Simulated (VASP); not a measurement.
# PbF2 (Fm-3m) in VASP: single point with PBE+D3(BJ)

Aim: the single point of PbF2 with PBE+D3(BJ).

All numbers are computed with VASP 6.6.1; they aren't measurements. Logs are shortened: lines on timing, memory, paths and dates and some standing lists are left out, and cuts for length are marked.

### 1 The cell of the first run

The structure is cubic, space group Fm-3m (No. 225). The conventional cell has a = 5.940 Å, b = 5.940 Å, c = 5.940 Å, α = 90.00°, β = 90.00°, γ = 90.00°. Within 3.4 Å of Pb (site symmetry m-3m) lie 8 F at 2.57 Å. F (site symmetry -43m) has 4 Pb at 2.57 Å and 6 F at 2.97 Å within 3.4 Å.

### 2 Single point, PBE+D3(BJ)

INCAR

```
SYSTEM = PbF2
PREC = Accurate ; ENCUT = 520
EDIFF = 1E-7 ; ISMEAR = 0
SIGMA = 0.1 ; LREAL = Auto
LASPH = .True. ; NELM = 60
ALGO = Normal ; ISIF = 2
LWAVE = .False. ; LCHARG = .False.
GGA = PE ; IVDW = 12
ISYM = 0 ; NBANDS = 99
```

KPOINTS

```
Automatic mesh
0
Gamma
  2 2 2
  0.5 0.5 0.5
```

POSCAR

```
PbF2
1.0
   -5.9397000000     -2.9698500000     -2.9698500000
   -2.9698500000     -5.9397000000      2.9698500000
   -5.9397000000      2.9698500000      2.9698500000
Pb F
6 12
Direct
    0.6666666667      0.6666666667      0.0000000000
    0.3333333333      0.3333333333      0.0000000000
    0.0000000000      0.0000000000      0.0000000000
    0.8333333333      0.3333333333      0.5000000000
    0.5000000000      1.0000000000      0.5000000000
    0.1666666667      0.6666666667      0.5000000000
    0.2916666667      0.6666666667      0.1250000000
    0.9583333333      0.3333333333      0.1250000000
    0.6250000000      0.0000000000      0.1250000000
    0.4583333333      0.3333333333      0.6250000000
    0.1250000000      1.0000000000      0.6250000000
    0.7916666667      0.6666666667      0.6250000000
    0.5416666667      0.6666666667      0.3750000000
    0.2083333333      0.3333333333      0.3750000000
    0.8750000000      0.0000000000      0.3750000000
    0.7083333333      0.3333333333      0.8750000000
    0.3750000000      0.0000000000      0.8750000000
    0.0416666667      0.6666666667      0.8750000000
```

Potentials or basis: VASP PAW PBE potentials, release 64 (Pb_d, F).

Command:

```bash
$ cat potpaw_PBE.64/Pb_d/POTCAR potpaw_PBE.64/F/POTCAR > POTCAR
$ mpirun -np 1 vasp_std > vasp.out
```

OUTCAR:

```text
SYSTEM = PbF2
   PREC = Accurate
   ENCUT = 520
   EDIFF = 1E-7
   ISMEAR = 0
   LREAL = Auto
   LASPH = .True.
   NELM = 60
   ISIF = 2
   GGA = PE
   IVDW = 12
   ISYM = 0
 IVDW          = 12

 ion  position               nearest neighbor table
   1  0.667  0.667  0.000-   9 2.57   8 2.57   7 2.57  12 2.57  13 2.57  18 2.57  17 2.57  16 2.57

   2  0.333  0.333  0.000-  17 2.57  10 2.57  14 2.57  16 2.57   8 2.57  18 2.57   9 2.57   7 2.57

   3  0.000  0.000  0.000-   8 2.57  18 2.57  11 2.57  15 2.57  17 2.57   9 2.57   7 2.57  16 2.57

   4  0.833  0.333  0.500-  15 2.57  10 2.57  13 2.57  14 2.57   8 2.57  16 2.57  11 2.57  12 2.57

   5  0.500  0.000  0.500-  10 2.57  13 2.57  11 2.57   9 2.57  15 2.57  17 2.57  12 2.57  14 2.57

   6  0.167  0.667  0.500-  11 2.57  10 2.57   7 2.57  12 2.57  13 2.57  18 2.57  15 2.57  14 2.57

   7  0.292  0.667  0.125-   1 2.57   6 2.57   3 2.57   2 2.57
   8  0.958  0.333  0.125-   3 2.57   2 2.57   1 2.57   4 2.57
   9  0.625  0.000  0.125-   1 2.57   3 2.57   5 2.57   2 2.57
  10  0.458  0.333  0.625-   5 2.57   4 2.57   2 2.57   6 2.57
  11  0.125  0.000  0.625-   6 2.57   5 2.57   3 2.57   4 2.57
  12  0.792  0.667  0.625-   1 2.57   6 2.57   5 2.57   4 2.57
  13  0.542  0.667  0.375-   5 2.57   4 2.57   1 2.57   6 2.57
  14  0.208  0.333  0.375-   2 2.57   4 2.57   5 2.57   6 2.57
  15  0.875  0.000  0.375-   4 2.57   3 2.57   5 2.57   6 2.57
  16  0.708  0.333  0.875-   2 2.57   4 2.57   3 2.57   1 2.57
  17  0.375  0.000  0.875-   2 2.57   3 2.57   5 2.57   1 2.57
  18  0.042  0.667  0.875-   3 2.57   2 2.57   1 2.57   6 2.57

IMPORTANT INFORMATION: All symmetrisations will be switched off!
NOSYMM: (Re-)initialisation of all symmetry stuff for point group C_1.

----------------------------------------------------------------------------------------

                                     Primitive cell

  volume of cell :     314.3292

  direct lattice vectors                    reciprocal lattice vectors
    -5.939700000 -2.969850000 -2.969850000    -0.084179336 -0.028059779 -0.140298893
    -2.969850000 -5.939700000  2.969850000     0.000000000 -0.112239114  0.112239114
    -5.939700000  2.969850000  2.969850000    -0.084179336  0.084179336  0.084179336

  length of vectors
     7.274617113  7.274617113  7.274617113     0.166003889  0.158730078  0.145802886

  position of ions in fractional coordinates (direct lattice)
     0.666666667  0.666666667  0.000000000
     0.333333333  0.333333333  0.000000000
     0.000000000  0.000000000  0.000000000
     0.833333333  0.333333333  0.500000000
     0.500000000  0.000000000  0.500000000
     0.166666667  0.666666667  0.500000000
[... 10 lines left out ...]
     0.375000000  0.000000000  0.875000000
     0.041666667  0.666666667  0.875000000

  ion indices of the primitive-cell ions
   primitive index   ion index
                 1           1
                 2           2
                 3           3
                 4           4
                 5           5
                 6           6
[... 10 lines left out ...]
                17          17
                18          18

----------------------------------------------------------------------------------------

 KPOINTS: Automatic mesh

Automatic generation of k-mesh.
 Grid dimensions read from file:
 generate k-points for:    2    2    2

 Generating k-lattice:

  Cartesian coordinates                     Fractional coordinates (reciprocal lattice)
    -0.042089668 -0.014029889 -0.070149446     0.500000000 -0.000000000 -0.000000000
     0.000000000 -0.056119557  0.056119557     0.000000000  0.500000000  0.000000000
    -0.042089668  0.042089668  0.042089668     0.000000000  0.000000000  0.500000000

  Length of vectors
     0.083001944  0.079365039  0.072901443

  Shift w.r.t. Gamma in fractional coordinates (k-lattice)
     0.500000000  0.500000000  0.500000000

 Subroutine IBZKPT returns following result:
 ===========================================

 Found      8 irreducible k-points:

 Following reciprocal coordinates:
            Coordinates               Weight
  0.250000  0.250000  0.250000      2.000000
 -0.250000  0.000000 -0.250000      2.000000
 -0.250000  0.250000  0.250000      2.000000
  0.250000  0.500000 -0.250000      2.000000
  0.250000 -0.250000  0.250000      2.000000
 -0.250000  0.500000 -0.250000      2.000000
 -0.250000 -0.250000  0.250000      2.000000
  0.250000  0.000000 -0.250000      2.000000
   k-points           NKPTS =      8   k-points in BZ     NKDIM =      8   number of bands    NBANDS=     99
   number of dos      NEDOS =    301   number of ions     NIONS =     18
   total plane-waves  NPLWV = 157464
   dimension x,y,z NGX =    54 NGY =   54 NGZ =   54
   dimension x,y,z NGXF=   108 NGYF=  108 NGZF=  108
   ions per type =               6  12
   NGX,Y,Z   is equivalent  to a cutoff of  12.34, 12.34, 12.34 a.u.
   NGXF,Y,Z  is equivalent  to a cutoff of  24.68, 24.68, 24.68 a.u.
 SYSTEM =  PbF2
   PREC   = accura    normal or accurate (medium, high low for compatibility)
   ISTART =      0    job   : 0-new  1-cont  2-samecut
   ICHARG =      2    charge: 1-file 2-atom 10-const
   ISPIN  =      1    spin polarized calculation?
   LNONCOLLINEAR =      F non collinear calculations
   LSORBIT =      F    spin-orbit coupling
   LASPH  =      T    aspherical Exc in radial PAW
   ENCUT  =  520.0 eV  38.22 Ry    6.18 a.u.  13.53 13.53 13.53*2*pi/ulx,y,z
   NELM   =     60;   NELMIN=  2; NELMDL= -5     # of ELM steps
   EDIFF  = 0.1E-06   stopping-criterion for ELM
   LREAL  =      T    real-space projection
   EDIFFG = 0.1E-05   stopping-criterion for IOM
   NSW    =      0    number of steps for IOM
   IBRION =     -1    ionic relax: 0-MD 1-quasi-New 2-CG
   NFREE  =      0    steps in history (QN), initial steepest desc. (CG)
   ISIF   =      2    stress and relaxation
   ISYM   =      0    0-nonsym 1-usesym 2-fastsym
   POTIM  = 0.5000    time-step for ionic-motion
   TEBEG  =    0.0;   TEEND  =   0.0 temperature during run
   PSTRESS=    0.0 pullay stress
   NELECT =     168.0000    total number of electrons
   NUPDOWN=      -1.0000    fix difference up-down
   EMIN   =  10.00;   EMAX   =-10.00  energy-range for DOS
   EFERMI =   0.00;   METHOD = LEGACY
   ISMEAR =     0;   SIGMA  =   0.10  broadening in eV -4-tet -1-fermi 0-gaus
   EFERMI_NEDOS =   21; number of points for ismear=-14 and -15
   IALGO  =     38    algorithm
   IMIX   =      4    mixing-type and parameters
     AMIX     =   0.40;   BMIX     =  1.00
     AMIX_MAG =   1.60;   BMIX_MAG =  1.00
  volume/ion in A,a.u.               =      17.46       117.84
  Fermi-wavevector in a.u.,A,eV,Ry     =   1.328566  2.510625 24.015460  1.765086
  Thomas-Fermi vector in A             =   2.457794
   LORBIT       =      0    0 simple, 1 ext, 2 COOP (PROOUT), +10 PAW based schemes
   GGA     = PE    functional components
   LHFCALC =     F    Hartree Fock is set to
   AEXX    =    0.0000 exact exchange contribution
   IVDW    =    12    specifies the selected vdW correction
   LEPSILON=     F    determine dielectric tensor
   LRPA    =     F    only Hartree local field effects (RPA)
 non-spin polarized calculation
 Gauss-broadening in eV      SIGMA  =   0.10
  energy-cutoff  :      520.00
  volume of cell :      314.33
 maximum number of plane-waves:      8487
 NGX is ok and might be reduce to    54
   NGX = 27   NGY = 27   NGZ = 27

 number of electron     168.0000075 magnetization

 Free energy of the ion-electron system (eV)
  ---------------------------------------------------
  ext. energy  EPLUGINS =         0.00000000
  ---------------------------------------------------
  free energy    TOTEN  =       -86.04619595 eV

  energy without entropy =      -86.04619595  energy(sigma->0) =      -86.04619595

 E-fermi :   2.3492     XC(G=0):  -9.3751

 val. band max:        1.8120566629   @ k =   0.2500   0.0000  -0.2500
 cond. band min:       6.4457965841   @ k =   0.2500  -0.2500   0.2500
 fundamental gap:      4.6337399212
 Fermi energy:         2.3492082426

 k-point     1 :       0.2500    0.2500    0.2500
  band No.  band energies     occupation
      1     -19.1868      2.00000
      2     -18.9808      2.00000
      3     -18.9631      2.00000
      4     -18.9631      2.00000
      5     -18.9465      2.00000
      6     -18.9432      2.00000
[... 88 lines left out ...]
     95       8.8193      0.00000
     96       8.9736      0.00000

 k-point     2 :      -0.2500    0.0000   -0.2500
  band No.  band energies     occupation
      1     -19.1868      2.00000
      2     -18.9808      2.00000
      3     -18.9631      2.00000
      4     -18.9631      2.00000
      5     -18.9465      2.00000
      6     -18.9432      2.00000
[... 88 lines left out ...]
     95       8.8193      0.00000
     96       8.9736      0.00000

 k-point     3 :      -0.2500    0.2500    0.2500
  band No.  band energies     occupation
      1     -19.0991      2.00000
      2     -19.0409      2.00000
      3     -19.0203      2.00000
      4     -19.0044      2.00000
      5     -18.9481      2.00000
      6     -18.9244      2.00000
[... 88 lines left out ...]
     95       9.1848      0.00000
     96       9.1849      0.00000

 k-point     4 :       0.2500    0.5000   -0.2500
  band No.  band energies     occupation
      1     -19.0991      2.00000
      2     -19.0409      2.00000
      3     -19.0203      2.00000
      4     -19.0044      2.00000
      5     -18.9481      2.00000
      6     -18.9244      2.00000
[... 88 lines left out ...]
     95       9.1848      0.00000
     96       9.1849      0.00000

 k-point     5 :       0.2500   -0.2500    0.2500
  band No.  band energies     occupation
      1     -19.1264      2.00000
      2     -19.0319      2.00000
      3     -18.9965      2.00000
      4     -18.9808      2.00000
      5     -18.9631      2.00000
      6     -18.9465      2.00000
[... 88 lines left out ...]
     95       9.0149      0.00000
     96       9.1701      0.00000

 k-point     6 :      -0.2500    0.5000   -0.2500
  band No.  band energies     occupation
      1     -19.1264      2.00000
      2     -19.0319      2.00000
      3     -18.9965      2.00000
      4     -18.9808      2.00000
      5     -18.9631      2.00000
      6     -18.9465      2.00000
[... 88 lines left out ...]
     95       9.0149      0.00000
     96       9.1701      0.00000

 k-point     7 :      -0.2500   -0.2500    0.2500
  band No.  band energies     occupation
      1     -19.1519      2.00000
      2     -19.0409      2.00000
      3     -19.0044      2.00000
      4     -18.9494      2.00000
      5     -18.9481      2.00000
      6     -18.9070      2.00000
[... 88 lines left out ...]
     95       8.8997      0.00000
     96       8.9277      0.00000

 k-point     8 :       0.2500    0.0000   -0.2500
  band No.  band energies     occupation
      1     -19.1519      2.00000
      2     -19.0409      2.00000
      3     -19.0044      2.00000
      4     -18.9494      2.00000
      5     -18.9481      2.00000
      6     -18.9070      2.00000
[... 88 lines left out ...]
     95       8.8997      0.00000
     96       8.9277      0.00000
 [bands above 96 left out]

------------------------ aborting loop because EDIFF is reached ----------------------------------------

 Edisp (eV)   -2.74557

 E8    (eV) :    -1.1828

  FORCE on cell =-STRESS in cart. coord.  units (eV):
  Direction    XX          YY          ZZ          XY          YZ          ZX
  --------------------------------------------------------------------------------------
  -------------------------------------------------------------------------------------
  Total       1.24882     1.21368     1.21316    -0.00901     0.00409    -0.00952
  in kB       6.36542     6.18631     6.18364    -0.04594     0.02082    -0.04853
  external pressure =        6.25 kB  Pullay stress =        0.00 kB

 VOLUME and BASIS-vectors are now :
 -----------------------------------------------------------------------------
  energy-cutoff  :      520.00
  volume of cell :      314.33
      direct lattice vectors                 reciprocal lattice vectors
    -5.939700000 -2.969850000 -2.969850000    -0.084179336 -0.028059779 -0.140298893
    -2.969850000 -5.939700000  2.969850000     0.000000000 -0.112239114  0.112239114
    -5.939700000  2.969850000  2.969850000    -0.084179336  0.084179336  0.084179336

 POSITION                                       TOTAL-FORCE (eV/Angst)
 -----------------------------------------------------------------------------------
     -5.93970     -5.93970      0.00000        -0.000004      0.000010     -0.000002
     -2.96985     -2.96985      0.00000         0.000007     -0.000014      0.000004
      0.00000      0.00000      0.00000         0.000002     -0.000002     -0.000007
     -8.90955     -2.96985     -0.00000        -0.000001     -0.000001      0.000007
     -5.93970      0.00000      0.00000        -0.000005      0.000011     -0.000000
     -5.93970     -2.96985      2.96985        -0.000007     -0.000008      0.000002
[... 10 lines left out ...]
     -7.42462      1.48493      1.48493         0.000215      0.002224      0.002228
     -7.42463     -1.48493      4.45477         0.000214      0.002223      0.002227
 -----------------------------------------------------------------------------------
    total drift:                               -0.000010     -0.000006      0.000006

  FREE ENERGIE OF THE ION-ELECTRON SYSTEM (eV)
  ---------------------------------------------------
  free  energy   TOTEN  =       -88.7917699355 eV

  energy  without entropy=      -88.7917699355  energy(sigma->0) =      -88.79176994
```

Run time: 6.4 min. Hardware: 1 thread of AMD EPYC 9R45 (Zen 5), shared host; peak memory 0.43 GiB.

Results:

| Quantity | Value |
| --- | --- |
| Free energy | -88.7918 eV |
| Pressure | 0.6 GPa |
| Band gap on the k mesh | 4.63 eV |
| Dispersion energy per atom | -0.153 eV |

Caveat: spin-orbit coupling is left out, which moves the levels of the heavy elements; a shifted mesh leaves out Γ, where band edges can lie.
